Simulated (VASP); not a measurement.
Si3C3N8: single point with r2SCAN

Crystal: Si3C3N8.

```xyz
14
Lattice="7.1193 0.0000 0.0495 0.0000 2.7106 0.0000 -3.5170 0.0000 6.0045" Properties=species:S:1:pos:R:3 pbc="T T T"
Si    1.2459    1.3553    4.9423
Si    5.0887    0.0000    1.4578
Si    3.4440    0.0000    3.6400
C     0.1710    1.3553    2.4429
C    -1.3767    1.3553    4.6565
C     2.2137    0.0000    1.0858
N    -0.0601    1.3553    3.8903
N     3.4335    0.0000    1.9373
N     2.7047    1.3553    4.1747
N     1.2253    0.0000    5.8535
N    -2.0846    0.0000    4.2570
N     6.0255    1.3553    1.8375
N     0.9950    0.0000    2.0259
N     2.1900    1.3553    0.1763
```

```json
{"Program": "VASP 6.6.1", "Task": "single point", "Functional": "r2SCAN", "Potentials or basis": "VASP PAW PBE potentials, release 64 (Si, C, N)", "Cutoff": "520 eV", "k mesh": "4 × 10 × 4", "Occupations": "gaussian, width 0.01 eV", "Spin": "no spin polarisation", "Dipole correction": "no", "Further INCAR settings": "ALGO = Normal; EDIFF = 1e-06; NBANDS = 45"}
```

The pressure is 0.2 GPa and the largest force is 0.101 eV/Å. The band gap on the k mesh is 2.51 eV (least direct gap 2.81 eV).

Forces on the atoms (eV/Å):
```
Si   0.001  0.000  0.001
Si   0.011  0.000 -0.012
Si  -0.001  0.000  0.017
C    0.069  0.000 -0.011
C   -0.017  0.000 -0.001
C   -0.012  0.000 -0.033
N    0.040  0.000  0.046
N    0.066  0.000  0.051
N   -0.001  0.000 -0.009
N   -0.003  0.000 -0.011
N   -0.045  0.000 -0.032
N   -0.095  0.000 -0.034
N   -0.012  0.000  0.009
N   -0.001  0.000  0.019
```

Stress tensor (GPa, compression positive):
```
 0.23  0.00 -0.04
 0.00  0.17  0.00
-0.04  0.00  0.35
```

Levels at points of the mesh, in eV from the valence-band top:
```
           k point  band 28  band 29  band 30  band 31  band 32  band 33  band 34  band 35  band 36  band 37
(0.00, 0.00, 0.00)    -1.56    -1.19    -0.53    -0.52    -0.30     2.51     2.77     3.25     5.16     5.55
(0.50, 0.00, 0.00)    -1.80    -1.51    -0.68    -0.42    -0.34     2.59     2.98     3.66     5.40     5.63
(0.00, 0.50, 0.00)    -2.30    -2.19    -1.79    -1.70    -1.44     3.34     4.30     4.90     5.25     6.53
(0.50, 0.50, 0.00)    -2.45    -1.92    -1.78    -1.64    -1.08     3.96     4.30     5.02     5.36     5.97
(0.00, 0.00, 0.50)    -1.79    -1.50    -0.83    -0.41    -0.35     2.62     2.89     3.88     5.27     5.40
(0.50, 0.00, 0.50)    -2.04    -1.58    -0.74    -0.43    -0.36     2.74     2.97     3.48     5.12     5.36
(0.00, 0.50, 0.50)    -2.24    -2.07    -1.50    -1.32    -1.29     3.23     4.67     5.31     5.35     5.81
(0.50, 0.50, 0.50)    -2.17    -1.93    -1.83    -1.36    -1.00     3.18     4.21     5.54     5.82     5.93
```

Wall time 17 min on 1 thread of Intel(R) Xeon(R) Platinum 8259CL CPU @ 2.50GHz (Skylake/Cascade Lake), with other jobs on the host, peak memory 0.4 GiB.

Caveat: the PAW data sets were made with another functional, which shifts forces and pressure a little. A k mesh can miss the band edges.
